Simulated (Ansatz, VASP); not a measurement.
This is a calculation of GaN for Ansatz 0.2.0.

File input.yaml:

```yaml
crystal:
  lattice:
    - [0.0, 2.2684248875, 2.2684248875]
    - [2.2684248875, 0.0, 2.2684248875]
    - [2.2684248875, 2.2684248875, 0.0]
  atoms:
    - { symbol: Ga, position: [0.0, 0.0, 0.0] }
    - { symbol: "N", position: [0.25, 0.25, 0.25] }
hamiltonian:
  xc: r2scan
  pseudopotentials: { kind: paw }
  dispersion: rvv10
kpoints:
  mp_grid: { grid: [10, 10, 10] }
scf:
  occupations: { method: fermi_dirac, width: 0.05 }
output:
  forces: true
  stress: true
  eigenvalues: true
```

Potentials or basis: Ansatz PAW.

Launch:

```bash
$ ansatz run input.yaml --threads 2 --pin off --max-ram 5120MiB --backend cpu --events-out ev --progress --plain --runs-dir out
```

Task: Translate it to VASP 6.6.1. Potentials there: VASP PAW PBE potentials, release 64 (Ga_d, N).

Result: As run (the cutoff follows the program's own potentials):

File POSCAR:

```
GaN
1.0
    0.0000000000      2.2684248875      2.2684248875
    2.2684248875      0.0000000000      2.2684248875
    2.2684248875      2.2684248875      0.0000000000
Ga N
1 1
Direct
    0.0000000000      0.0000000000      0.0000000000
    0.2500000000      0.2500000000      0.2500000000
```

File INCAR.step1:

```
PREC = Accurate
ENCUT = 520
ISMEAR = -1
SIGMA = 0.05
LREAL = F
LASPH = T
NELM = 100
NBANDS = 16
GGA = PE
ALGO = Normal
EDIFF = 1E-4
LWAVE = T
LCHARG = F
```

INCAR.step2

```
PREC = Accurate
ENCUT = 520
EDIFF = 1E-6
ISMEAR = -1
SIGMA = 0.05
LREAL = F
LASPH = T
NELM = 100
ALGO = Normal
ISIF = 2
LWAVE = F
LCHARG = F
METAGGA = R2SCAN
LMIXTAU = T
LUSE_VDW = T
IVDW_NL = 2
BPARAM = 11.95
CPARAM = 0.0093
NBANDS = 16
ISTART = 1
```

KPOINTS

```
regular mesh
0
Gamma
  10 10 10
```

Potentials or basis: VASP PAW PBE potentials, release 64 (Ga_d, N).

The run is started by

```sh
$ cat potpaw_PBE.64/Ga_d/POTCAR potpaw_PBE.64/N/POTCAR > POTCAR
$ cp INCAR.step1 INCAR
$ mpirun -np 1 vasp_std > vasp.out
$ cp INCAR.step2 INCAR
$ mpirun -np 1 vasp_std > vasp.out
```

Both were run:

|  | VASP | Ansatz | Ansatz less VASP |
| --- | --- | --- | --- |
| gap on the k mesh at the Fermi level (eV) | 1.95 | 1.96 | +0.004 |
| least direct gap on the mesh (eV) | 1.95 | 1.96 | +0.004 |
| pressure (GPa) | -4.9 | -6.0 | -1.11 |

VASP's potentials were made for PBE, not for r2SCAN.
